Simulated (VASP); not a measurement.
# Ta (P6/mmm) in VASP: notebook, part 2 of 2

VASP 6.6.1. Earlier steps stand in the parts before.

### 5 Single point, PBE

This run uses another cell than the first one, of 9.89 Å³/atom, 0.625 times its volume.

INCAR

```
SYSTEM = Ta
ALGO = Normal
EDIFF = 1E-7
ENCUT = 520
GGA = PE
ISIF = 2
ISMEAR = -1
LASPH = .True.
LCHARG = .False.
LREAL = .False.
LWAVE = .False.
NBANDS = 12
NELM = 100
PREC = Accurate
SIGMA = 0.05
```

KPOINTS

```
k-points
0
Gamma
  17 17 16
  0 0 0
```

POSCAR

```
Ta
1.0
    2.2941895950      0.0000000000      0.0000000000
   -1.1470947975      1.9868264703      0.0000000000
    0.0000000000      0.0000000000      2.1691131099
Ta
1
Direct
    0.0000000000      0.0000000000      0.0000000000
```

Potentials or basis: VASP PAW PBE potentials, release 64 (Ta_pv).

The run is started by

```bash
cat potpaw_PBE.64/Ta_pv/POTCAR > POTCAR
mpirun -np 1 vasp_std > vasp.out
```

OUTCAR:

```text
SYSTEM = Ta
   EDIFF = 1E-7
   ENCUT = 520
   GGA = PE
   ISIF = 2
   ISMEAR = -1
   LASPH = .True.
   LREAL = .False.
   NELM = 100
   PREC = Accurate

 ion  position               nearest neighbor table
   1  0.000  0.000  0.000-

  LATTYP: Found a hexagonal cell.
 ALAT       =     2.2941895950
 C/A-ratio  =     0.9454811907

  Lattice vectors:

 A1 = (   2.2941895950,   0.0000000000,   0.0000000000)
 A2 = (  -1.1470947975,   1.9868264703,   0.0000000000)
 A3 = (   0.0000000000,   0.0000000000,   2.1691131099)

Analysis of symmetry for initial positions (statically):
=====================================================================
 Subroutine PRICEL returns:
 Original cell was already a primitive cell.

 Routine SETGRP: Setting up the symmetry group for a
 hexagonal supercell.

 Subroutine GETGRP returns: Found 24 space group operations
 (whereof 24 operations were pure point group operations)
 out of a pool of 24 trial point group operations.

The static configuration has the point symmetry D_6h.

Analysis of symmetry for dynamics (positions and initial velocities):
=====================================================================
 Subroutine PRICEL returns:
 Original cell was already a primitive cell.

 Routine SETGRP: Setting up the symmetry group for a
 hexagonal supercell.

 Subroutine GETGRP returns: Found 24 space group operations
 (whereof 24 operations were pure point group operations)
 out of a pool of 24 trial point group operations.

The dynamic configuration has the point symmetry D_6h.

 Subroutine INISYM returns: Found 24 space group operations
 (whereof 24 operations are pure point group operations),
 and found     1 'primitive' translations

----------------------------------------------------------------------------------------

                                     Primitive cell

[... 108 lines left out ...]
     AMIX_MAG =   1.60;   BMIX_MAG =  1.00
  volume/ion in A,a.u.               =       9.89        66.72
  Fermi-wavevector in a.u.,A,eV,Ry     =   1.696349  3.205635 39.152131  2.877600
  Thomas-Fermi vector in A             =   2.777228
   LORBIT       =      0    0 simple, 1 ext, 2 COOP (PROOUT), +10 PAW based schemes
   GGA     = PE    functional components
   LHFCALC =     F    Hartree Fock is set to
   AEXX    =    0.0000 exact exchange contribution
   IVDW    =     0    specifies the selected vdW correction
   LEPSILON=     F    determine dielectric tensor
   LRPA    =     F    only Hartree local field effects (RPA)
 non-spin polarized calculation
  energy-cutoff  :      520.00
  volume of cell :        9.89
 maximum number of plane-waves:       284
 NGX is ok and might be reduce to    18

 number of electron      11.0000003 magnetization

 Free energy of the ion-electron system (eV)
  ---------------------------------------------------
  ext. energy  EPLUGINS =         0.00000000
  ---------------------------------------------------
  free energy    TOTEN  =        -3.64199684 eV

  energy without entropy =       -3.63850095  energy(sigma->0) =       -3.64024890

 E-fermi :  12.4929     XC(G=0): -15.9668

 val. band max:       12.4832729631   @ k =   0.4706   0.0000   0.5000
 cond. band min:      12.4948109756   @ k =   0.0588  -0.0000   0.1875
 fundamental gap:      0.0115380125
 Fermi energy:        12.4929450465

 k-point     1 :       0.0000    0.0000    0.0000
  band No.  band energies     occupation
      1     -19.3258      2.00000
      2     -19.1740      2.00000
      3     -19.1740      2.00000
      4       2.6852      2.00000
      5       4.9186      2.00000
      6      11.5887      2.00000
      7      11.5887      2.00000
      8      25.3919      0.00000
      9      25.3919      0.00000
     10      26.9835      0.00000
     11      27.5966      0.00000
     12      35.6230      0.00000
[... 331 lines left out ...]
 k-point    24 :       0.1765    0.1765    0.0000
  band No.  band energies     occupation
      1     -23.9879      2.00000
      2     -21.0012      2.00000
      3     -18.6560      2.00000
      4       6.5418      2.00000
      5       8.0323      2.00000
      6       9.5819      2.00000
      7      18.0162      0.00000
      8      20.2651      0.00000
      9      22.6644      0.00000
     10      27.5618      0.00000
     11      33.1070      0.00000
     12      34.0522      0.00000

 [... further k-points ...]
[... 5 lines left out ...]
  --------------------------------------------------------------------------------------
  -------------------------------------------------------------------------------------
  Total       26.9311371     26.9311371     26.8013362      0.0000000      0.0000000     -0.0000000
  in kB     4364.0913303   4364.0913300   4343.0575793      0.0000000      0.0000000     -0.0000000
  external PRESSURE =    4357.0800799 kB  Pullay stress =       0.0000000 kB

 VOLUME and BASIS-vectors are now :
 -----------------------------------------------------------------------------
  energy-cutoff  :      520.00
  volume of cell :        9.89
      direct lattice vectors                 reciprocal lattice vectors
     2.294189595  0.000000000  0.000000000     0.435883766  0.251657609  0.000000000
    -1.147094798  1.986826470  0.000000000     0.000000000  0.503315219  0.000000000
     0.000000000  0.000000000  2.169113110     0.000000000  0.000000000  0.461017913

 POSITION                                       TOTAL-FORCE (eV/Angst)
 -----------------------------------------------------------------------------------
      0.00000      0.00000      0.00000        -0.000000      0.000000      0.000000
 -----------------------------------------------------------------------------------
    total drift:                               -0.000000      0.000000      0.000000

  FREE ENERGIE OF THE ION-ELECTRON SYSTEM (eV)
  ---------------------------------------------------
  free  energy   TOTEN  =        -3.6419968427 eV

  energy  without entropy=       -3.6385009490  energy(sigma->0) =       -3.64024890
```

OSZICAR:

```text
N       E                     dE             d eps       ncg     rms          rms(c)
DAV:   1     0.678311668678E+02    0.67831E+02   -0.62769E+03  7280   0.981E+02
DAV:   2    -0.319534459474E+01   -0.71027E+02   -0.68726E+02  8008   0.270E+02
DAV:   3    -0.400715635456E+01   -0.81181E+00   -0.80899E+00  7888   0.264E+01
DAV:   4    -0.400789357128E+01   -0.73722E-03   -0.73721E-03  7564   0.879E-01
DAV:   5    -0.400789430470E+01   -0.73342E-06   -0.73377E-06  7812   0.257E-02    0.398E+01
DAV:   6    -0.376183180920E+01    0.24606E+00   -0.36267E-02  7184   0.201E+00    0.231E+01
DAV:   7    -0.364208654832E+01    0.11975E+00   -0.58984E-02  7228   0.243E+00    0.329E-01
DAV:   8    -0.364197027251E+01    0.11628E-03   -0.13886E-03  7284   0.435E-01    0.862E-02
DAV:   9    -0.364199858993E+01   -0.28317E-04   -0.30023E-05  8128   0.585E-02    0.304E-02
DAV:  10    -0.364199665152E+01    0.19384E-05   -0.18361E-06  7468   0.177E-02    0.467E-03
DAV:  11    -0.364199682213E+01   -0.17061E-06   -0.23396E-08  4688   0.180E-03    0.428E-04
DAV:  12    -0.364199684273E+01   -0.20594E-07   -0.22246E-09  3636   0.540E-04
   1 F= -.36419968E+01 E0= -.36402489E+01  d E =-.349589E-02
```

Run time: 29 s. Hardware: 1 thread of AMD EPYC 7R43 (Zen 3), shared host; peak memory 0.11 GiB.

Results:

- Free energy: -3.6420 eV
- Pressure: 435.7 GPa

Stress tensor (GPa, compression positive):
```
436.41   0.00   0.00
  0.00 436.41   0.00
  0.00   0.00 434.31
```

Caveat: spin-orbit coupling is left out, which moves the levels of the heavy elements.

### 6 Single point, PBE

INCAR

```
  PREC = Accurate
  ENCUT = 520
  EDIFF = 1E-6
  ISMEAR = -1
  SIGMA = 0.05
  LREAL = False
  LASPH = True
  NELM = 100
  ALGO = Normal
  ISIF = 2
  LWAVE = False
  LCHARG = True
  GGA = PE
  LELF = True
  LVHAR = True
  NBANDS = 12
```

KPOINTS

```
Automatic mesh
0
Gamma
  17 17 16
```

POSCAR is that of step 5.

Potentials or basis: VASP PAW PBE potentials, release 64 (Ta_pv).

The run is started by

```bash
cat potpaw_PBE.64/Ta_pv/POTCAR > POTCAR
mpirun -np 1 vasp_std > vasp.out
```

It took 26 s on 1 thread of AMD EPYC 7R43 (Zen 3), shared host; peak memory 0.11 GiB.

Results (log left out):

```yaml
Free_energy: -3.6420 eV
Pressure: 435.7 GPa
```

Stress tensor (GPa, compression positive):
```
436.41   0.00   0.00
  0.00 436.41   0.00
  0.00   0.00 434.32
```

Levels at points of the mesh, in eV from the Fermi level:
```csv
k point,band 1,band 2,band 3,band 4,band 5,band 6,band 7,band 8,band 9,band 10
"(0.00, 0.00, 0.00)",-31.82,-31.67,-31.67,-9.81,-7.57,-0.90,-0.90,12.90,12.90,14.49
"(0.00, 0.00, 0.50)",-39.13,-30.86,-30.86,-4.98,1.30,1.30,1.93,3.61,3.61,14.99
```

Caveat: spin-orbit coupling is left out, which moves the levels of the heavy elements.
